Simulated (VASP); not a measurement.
A run of VASP 6.6.1 is set up as follows.

The input INCAR:

```
SYSTEM = SiO
  PREC = Accurate
  ENCUT = 520
  EDIFF = 1E-6
  ISMEAR = -1
  SIGMA = 0.05
  LREAL = .False.
  LASPH = .True.
  NELM = 60
  ALGO = Normal
  ISIF = 2
  LWAVE = .False.
  LCHARG = .False.
  GGA = PE
  NBANDS = 12
```

File KPOINTS:

```
Automatic mesh
0
Gamma
  8 8 8
  0 0 0
```

POSCAR

```
SiO
1.0
    2.8069700000      0.0000000000      0.0000000000
    0.0000000000      2.8069700000      0.0000000000
    0.0000000000      0.0000000000      2.9192488000
Si O
1 1
Direct
    0.0000000000      0.0000000000      0.0000000000
    0.5000000000      0.5000000000      0.5000000000
```

Potentials or basis: VASP PAW PBE potentials, release 64 (Si, O).

Launch:

```sh
$ cat potpaw_PBE.64/Si/POTCAR potpaw_PBE.64/O/POTCAR > POTCAR
$ mpirun -np 1 vasp_std > vasp.out
```

Question: What does it give for the pressure?

Answer: -5.2 GPa.

Question: Estimate the band gap on the k mesh.

Answer: Zero (band 5 reaches 7.82 eV, above the bottom of band 6 at 6.65 eV).

Stress tensor (GPa, compression positive):
```
-4.09  0.00  0.00
 0.00 -4.09  0.00
 0.00  0.00 -7.30
```
